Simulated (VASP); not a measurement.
Here is a VASP 6.6.1 calculation.

File POSCAR:

```
Ir
1.0
    0.0000000000      1.9197000000      1.9772910000
    1.9197000000      0.0000000000      1.9772910000
    1.9197000000      1.9197000000      0.0000000000
Ir
1
Direct
    0.0000000000      0.0000000000      0.0000000000
```

File INCAR.step1:

```
SYSTEM = Ir
PREC = Accurate ; ENCUT = 520
ISMEAR = 0 ; SIGMA = 0.15
LREAL = .False. ; LASPH = .True.
NELM = 60 ; NBANDS = 10
GGA = PE ; ALGO = Normal
EDIFF = 1E-4 ; LWAVE = .True.
LCHARG = .False.
```

The input INCAR.step2:

```
SYSTEM = Ir
PREC = Accurate ; ENCUT = 520
EDIFF = 1E-7 ; ISMEAR = 0
SIGMA = 0.15 ; LREAL = .False.
LASPH = .True. ; NELM = 60
ALGO = Normal ; ISIF = 2
LWAVE = .False. ; LCHARG = .False.
METAGGA = R2SCAN ; LMIXTAU = .True.
NBANDS = 10 ; ISTART = 1
```

The input KPOINTS:

```
regular mesh
0
Gamma
  22 22 22
  0 0 0
```

Potentials or basis: VASP PAW PBE potentials, release 64 (Ir).

Run with:

```sh
$ cat potpaw_PBE.64/Ir/POTCAR > POTCAR
$ cp INCAR.step1 INCAR
$ mpirun -np 1 vasp_std > vasp.out
$ cp INCAR.step2 INCAR
$ mpirun -np 1 vasp_std > vasp.out
```

(1) Estimate the pressure.

Results:

(1) -6.6 GPa.

Caveat: the cell differs from its parent crystal (strain +0.000 along x and y, +0.030 along z); the PAW data sets were made with another functional, which shifts forces and pressure a little.
